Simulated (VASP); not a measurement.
A run of VASP 6.6.1:

File POSCAR:

```
Li
1.0
    0.0000000000      1.5176083071      1.5176083071
    1.5176083071      0.0000000000      1.5176083071
    1.5176083071      1.5176083071      0.0000000000
Li
1
Direct
    0.0000000000      0.0000000000      0.0000000000
```

The input INCAR.step1:

```
PREC = Accurate
ENCUT = 520
ISMEAR = 0
SIGMA = 0.1
LREAL = False
LASPH = True
NELM = 100
NBANDS = 8
GGA = PE
ALGO = Normal
EDIFF = 1E-4
LWAVE = True
LCHARG = False
```

File INCAR.step2:

```
PREC = Accurate
ENCUT = 520
EDIFF = 1E-6
ISMEAR = 0
SIGMA = 0.1
LREAL = False
LASPH = True
NELM = 100
ALGO = Normal
ISIF = 2
LWAVE = False
LCHARG = True
METAGGA = R2SCAN
LMIXTAU = True
LELF = True
LVHAR = True
NBANDS = 8
ISTART = 1
```

KPOINTS

```
regular mesh
0
Gamma
  22 22 22
```

Potentials or basis: VASP PAW PBE potentials, release 64 (Li_sv).

Run with:

```sh
$ cat potpaw_PBE.64/Li_sv/POTCAR > POTCAR
$ cp INCAR.step1 INCAR
$ mpirun -np 1 vasp_std > vasp.out
$ cp INCAR.step2 INCAR
$ mpirun -np 1 vasp_std > vasp.out
```

Hardware: 1 thread of Intel(R) Xeon(R) Platinum 8488C (Sapphire Rapids), with other jobs on the host.

How long does it take, and how much memory?

Wall time 23 s on 1 thread of Intel(R) Xeon(R) Platinum 8488C (Sapphire Rapids), on a shared host, peak memory 0.12 GiB. Counts: k points 328.
